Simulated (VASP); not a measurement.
# SnSe (Fm-3m) in VASP: a series of runs

SnSe is run at these levels: LDA; tasks: single point.

Everything below comes from runs of VASP 6.6.1. Logs are shortened: lines on timing, memory, paths and dates and some standing lists are left out, and cuts for length are marked.

### Step 1. The cell of the first run

The structure is cubic, space group Fm-3m (No. 225). Conventional cell: a = 5.918 Å, b = 5.918 Å, c = 5.918 Å, α = 90.00°, β = 90.00°, γ = 90.00°. Within 3.9 Å of Sn (site symmetry m-3m) lie 6 Se at 2.96 Å. Se (site symmetry m-3m) has 6 Sn at 2.96 Å within 3.9 Å.

### Step 2. Single point, LDA

INCAR

```
PREC = Accurate
ENCUT = 520
EDIFF = 1E-7
ISMEAR = 0
SIGMA = 0.01
LREAL = False
LASPH = True
NELM = 60
ALGO = Normal
ISIF = 2
LWAVE = False
LCHARG = False
GGA = CA
NBANDS = 17
```

KPOINTS

```
Automatic mesh
0
Gamma
  6 6 6
```

POSCAR

```
SnSe
1.0
    0.0000000000      2.9589731932      2.9589731932
    2.9589731932      0.0000000000      2.9589731932
    2.9589731932      2.9589731932      0.0000000000
Sn Se
1 1
Direct
    0.0000000000      0.0000000000      0.0000000000
    0.5000000000      0.5000000000      0.5000000000
```

Potentials or basis: VASP PAW LDA potentials, release 64 (Sn_d, Se).

Started as:

```bash
$ cat potpaw_LDA.64/Sn_d/POTCAR potpaw_LDA.64/Se/POTCAR > POTCAR
$ mpirun -np 1 vasp_std > vasp.out
```

OUTCAR:

```text
PREC = Accurate
   ENCUT = 520
   EDIFF = 1E-7
   ISMEAR = 0
   LREAL = False
   LASPH = True
   NELM = 60
   ISIF = 2
   GGA = CA

 ion  position               nearest neighbor table
   1  0.000  0.000  0.000-   2 2.96   2 2.96   2 2.96   2 2.96   2 2.96   2 2.96
   2  0.500  0.500  0.500-   1 2.96   1 2.96   1 2.96   1 2.96   1 2.96   1 2.96

  LATTYP: Found a face centered cubic cell.
 ALAT       =     5.9179463864

  Lattice vectors:

 A1 = (   0.0000000000,   2.9589731932,   2.9589731932)
 A2 = (   2.9589731932,   0.0000000000,   2.9589731932)
 A3 = (   2.9589731932,   2.9589731932,   0.0000000000)

Analysis of symmetry for initial positions (statically):
=====================================================================
 Subroutine PRICEL returns:
 Original cell was already a primitive cell.

 Routine SETGRP: Setting up the symmetry group for a
 face centered cubic supercell.

 Subroutine GETGRP returns: Found 48 space group operations
 (whereof 48 operations were pure point group operations)
 out of a pool of 48 trial point group operations.

The static configuration has the point symmetry O_h .

Analysis of symmetry for dynamics (positions and initial velocities):
=====================================================================
 Subroutine PRICEL returns:
 Original cell was already a primitive cell.

 Routine SETGRP: Setting up the symmetry group for a
 face centered cubic supercell.

 Subroutine GETGRP returns: Found 48 space group operations
 (whereof 48 operations were pure point group operations)
 out of a pool of 48 trial point group operations.

The dynamic configuration has the point symmetry O_h .

 Subroutine INISYM returns: Found 48 space group operations
 (whereof 48 operations are pure point group operations),
 and found     1 'primitive' translations

----------------------------------------------------------------------------------------

                                     Primitive cell

  volume of cell :      51.8147

  direct lattice vectors                    reciprocal lattice vectors
     0.000000000  2.958973193  2.958973193    -0.168977536  0.168977536  0.168977536
     2.958973193  0.000000000  2.958973193     0.168977536 -0.168977536  0.168977536
     2.958973193  2.958973193  0.000000000     0.168977536  0.168977536 -0.168977536

  length of vectors
     4.184620021  4.184620021  4.184620021     0.292677678  0.292677678  0.292677678

  position of ions in fractional coordinates (direct lattice)
     0.000000000  0.000000000  0.000000000
     0.500000000  0.500000000  0.500000000

  ion indices of the primitive-cell ions
   primitive index   ion index
                 1           1
                 2           2

----------------------------------------------------------------------------------------

 KPOINTS: Automatic mesh

Automatic generation of k-mesh.
 Grid dimensions read from file:
 generate k-points for:    6    6    6

 Generating k-lattice:

  Cartesian coordinates                     Fractional coordinates (reciprocal lattice)
    -0.028162923  0.028162923  0.028162923     0.166666667  0.000000000  0.000000000
     0.028162923 -0.028162923  0.028162923     0.000000000  0.166666667  0.000000000
     0.028162923  0.028162923 -0.028162923     0.000000000  0.000000000  0.166666667

  Length of vectors
     0.048779613  0.048779613  0.048779613

  Shift w.r.t. Gamma in fractional coordinates (k-lattice)
     0.000000000  0.000000000  0.000000000

 Subroutine IBZKPT returns following result:
 ===========================================

 Found     16 irreducible k-points:

 Following reciprocal coordinates:
            Coordinates               Weight
  0.000000  0.000000  0.000000      1.000000
  0.166667  0.000000  0.000000      8.000000
  0.333333  0.000000  0.000000      8.000000
  0.500000  0.000000  0.000000      4.000000
  0.166667  0.166667  0.000000      6.000000
  0.333333  0.166667  0.000000     24.000000
[... 8 lines left out ...]
 -0.333333  0.333333  0.166667     24.000000
 -0.333333  0.500000  0.166667     12.000000
   k-points           NKPTS =     16   k-points in BZ     NKDIM =     16   number of bands    NBANDS=     17
   number of dos      NEDOS =    301   number of ions     NIONS =      2
   total plane-waves  NPLWV =  32768
   dimension x,y,z NGX =    32 NGY =   32 NGZ =   32
   dimension x,y,z NGXF=    64 NGYF=   64 NGZF=   64
   ions per type =               1   1
   NGX,Y,Z   is equivalent  to a cutoff of  12.71, 12.71, 12.71 a.u.
   NGXF,Y,Z  is equivalent  to a cutoff of  25.43, 25.43, 25.43 a.u.
 SYSTEM =  unknown system
   PREC   = accura    normal or accurate (medium, high low for compatibility)
   ISTART =      0    job   : 0-new  1-cont  2-samecut
   ICHARG =      2    charge: 1-file 2-atom 10-const
   ISPIN  =      1    spin polarized calculation?
   LNONCOLLINEAR =      F non collinear calculations
   LSORBIT =      F    spin-orbit coupling
   LASPH  =      T    aspherical Exc in radial PAW
   ENCUT  =  520.0 eV  38.22 Ry    6.18 a.u.   7.78  7.78  7.78*2*pi/ulx,y,z
   NELM   =     60;   NELMIN=  2; NELMDL= -5     # of ELM steps
   EDIFF  = 0.1E-06   stopping-criterion for ELM
   LREAL  =      F    real-space projection
   EDIFFG = 0.1E-05   stopping-criterion for IOM
   NSW    =      0    number of steps for IOM
   IBRION =     -1    ionic relax: 0-MD 1-quasi-New 2-CG
   NFREE  =      0    steps in history (QN), initial steepest desc. (CG)
   ISIF   =      2    stress and relaxation
   ISYM   =      2    0-nonsym 1-usesym 2-fastsym
   POTIM  = 0.5000    time-step for ionic-motion
   TEBEG  =    0.0;   TEEND  =   0.0 temperature during run
   PSTRESS=    0.0 pullay stress
   NELECT =      20.0000    total number of electrons
   NUPDOWN=      -1.0000    fix difference up-down
   EMIN   =  10.00;   EMAX   =-10.00  energy-range for DOS
   EFERMI =   0.00;   METHOD = LEGACY
   ISMEAR =     0;   SIGMA  =   0.01  broadening in eV -4-tet -1-fermi 0-gaus
   EFERMI_NEDOS =   21; number of points for ismear=-14 and -15
   IALGO  =     38    algorithm
   IMIX   =      4    mixing-type and parameters
     AMIX     =   0.40;   BMIX     =  1.00
     AMIX_MAG =   1.60;   BMIX_MAG =  1.00
  volume/ion in A,a.u.               =      25.91       174.83
  Fermi-wavevector in a.u.,A,eV,Ry     =   1.191975  2.252506 19.331216  1.420804
  Thomas-Fermi vector in A             =   2.328024
   LORBIT       =      0    0 simple, 1 ext, 2 COOP (PROOUT), +10 PAW based schemes
   GGA     = CA    functional components
   LHFCALC =     F    Hartree Fock is set to
   AEXX    =    0.0000 exact exchange contribution
   IVDW    =     0    specifies the selected vdW correction
   LEPSILON=     F    determine dielectric tensor
   LRPA    =     F    only Hartree local field effects (RPA)
 non-spin polarized calculation
 Gauss-broadening in eV      SIGMA  =   0.01
  energy-cutoff  :      520.00
  volume of cell :       51.81
 maximum number of plane-waves:      1411
   NGX = 15   NGY = 15   NGZ = 15

 number of electron      20.0000004 magnetization

 Free energy of the ion-electron system (eV)
  ---------------------------------------------------
  ext. energy  EPLUGINS =         0.00000000
  ---------------------------------------------------
  free energy    TOTEN  =        -9.53286051 eV

  energy without entropy =       -9.53286051  energy(sigma->0) =       -9.53286051

 E-fermi :   5.9220     XC(G=0): -10.1151

 val. band max:        5.8789758887   @ k =   0.5000   0.0000   0.0000
 cond. band min:       6.7293074046   @ k =   0.5000   0.0000   0.0000
 fundamental gap:      0.8503315160
 Fermi energy:         5.9219803274

 k-point     1 :       0.0000    0.0000    0.0000
  band No.  band energies     occupation
      1     -15.4885      2.00000
      2     -15.4885      2.00000
      3     -15.4837      2.00000
      4     -15.4837      2.00000
      5     -15.4837      2.00000
      6      -8.2272      2.00000
[... 9 lines left out ...]
     16      11.8185      0.00000
     17      14.0641      0.00000

 k-point     2 :       0.1667    0.0000    0.0000
  band No.  band energies     occupation
      1     -15.4906      2.00000
      2     -15.4906      2.00000
      3     -15.4829      2.00000
      4     -15.4801      2.00000
      5     -15.4801      2.00000
      6      -8.0168      2.00000
[... 9 lines left out ...]
     16      12.4754      0.00000
     17      16.0312      0.00000

 k-point     3 :       0.3333    0.0000    0.0000
  band No.  band energies     occupation
      1     -15.4957      2.00000
      2     -15.4957      2.00000
      3     -15.4815      2.00000
      4     -15.4720      2.00000
      5     -15.4720      2.00000
      6      -7.5056      2.00000
[... 9 lines left out ...]
     16      14.1654      0.00000
     17      18.1090      0.00000

 k-point     4 :       0.5000    0.0000    0.0000
  band No.  band energies     occupation
      1     -15.4983      2.00000
      2     -15.4983      2.00000
      3     -15.4809      2.00000
      4     -15.4679      2.00000
      5     -15.4679      2.00000
      6      -7.1757      2.00000
[... 9 lines left out ...]
     16      16.2991      0.00000
     17      16.2991      0.00000
[... 183 lines left out ...]
      1     -15.5087      2.00000
      2     -15.4884      2.00000
      3     -15.4833      2.00000
      4     -15.4698      2.00000
      5     -15.4672      2.00000
      6      -7.1396      2.00000
[... 9 lines left out ...]
     16      16.0737      0.00000
     17      16.6929      0.00000

 k-point    15 :      -0.3333    0.3333    0.1667
  band No.  band energies     occupation
      1     -15.5106      2.00000
      2     -15.4899      2.00000
      3     -15.4770      2.00000
      4     -15.4750      2.00000
      5     -15.4641      2.00000
      6      -6.9124      2.00000
[... 9 lines left out ...]
     16      17.5697      0.00000
     17      17.6183      0.00000

 k-point    16 :      -0.3333    0.5000    0.1667
  band No.  band energies     occupation
      1     -15.5186      2.00000
      2     -15.4847      2.00000
      3     -15.4847      2.00000
      4     -15.4692      2.00000
      5     -15.4612      2.00000
      6      -6.8240      2.00000
[... 9 lines left out ...]
     16      17.4707      0.00000
     17      18.9108      0.00000

------------------------ aborting loop because EDIFF is reached ----------------------------------------

  FORCE on cell =-STRESS in cart. coord.  units (eV):
  Direction    XX          YY          ZZ          XY          YZ          ZX
  --------------------------------------------------------------------------------------
  -------------------------------------------------------------------------------------
  Total       -0.3294151     -0.3294151     -0.3294151     -0.0000000      0.0000000      0.0000000
  in kB      -10.1859372    -10.1859372    -10.1859372     -0.0000000      0.0000000      0.0000000
  external PRESSURE =     -10.1859372 kB  Pullay stress =       0.0000000 kB

 VOLUME and BASIS-vectors are now :
 -----------------------------------------------------------------------------
  energy-cutoff  :      520.00
  volume of cell :       51.81
      direct lattice vectors                 reciprocal lattice vectors
     0.000000000  2.958973193  2.958973193    -0.168977536  0.168977536  0.168977536
     2.958973193  0.000000000  2.958973193     0.168977536 -0.168977536  0.168977536
     2.958973193  2.958973193  0.000000000     0.168977536  0.168977536 -0.168977536

 POSITION                                       TOTAL-FORCE (eV/Angst)
 -----------------------------------------------------------------------------------
      0.00000      0.00000      0.00000         0.000000     -0.000000      0.000000
      2.95897      2.95897      2.95897        -0.000000      0.000000     -0.000000
 -----------------------------------------------------------------------------------
    total drift:                                0.000000     -0.000000     -0.000000

  FREE ENERGIE OF THE ION-ELECTRON SYSTEM (eV)
  ---------------------------------------------------
  free  energy   TOTEN  =        -9.5328605125 eV

  energy  without entropy=       -9.5328605125  energy(sigma->0) =       -9.53286051
```

Wall time 10 s (1 thread of Intel Xeon 8259CL, shared host); peak memory 0.16 GiB.

What came out:

```yaml
Free_energy: -9.5329 eV
Pressure: -1.0 GPa
Band_gap_on_the_k_mesh: 0.85 eV, direct
```

Levels at points of the mesh, in eV from the valence-band top:
| k point | band 7 | band 8 | band 9 | band 10 | band 11 | band 12 | band 13 | band 14 |
| --- | --- | --- | --- | --- | --- | --- | --- | --- |
| (0.00, 0.00, 0.00) | -4.89 | -2.19 | -2.19 | -2.19 | 4.54 | 4.54 | 4.54 | 5.94 |
| (0.50, 0.00, 0.00) | -8.24 | -1.92 | -1.92 | 0.00 | 0.85 | 1.29 | 1.29 | 8.43 |
| (0.50, 0.50, 0.00) | -5.99 | -5.71 | -3.75 | -3.75 | 2.95 | 5.67 | 5.67 | 6.33 |

Caveat: spin-orbit coupling is left out, which moves the levels of the heavy elements. A k mesh can miss the band edges.

(Part 1 of 2 ends here.)
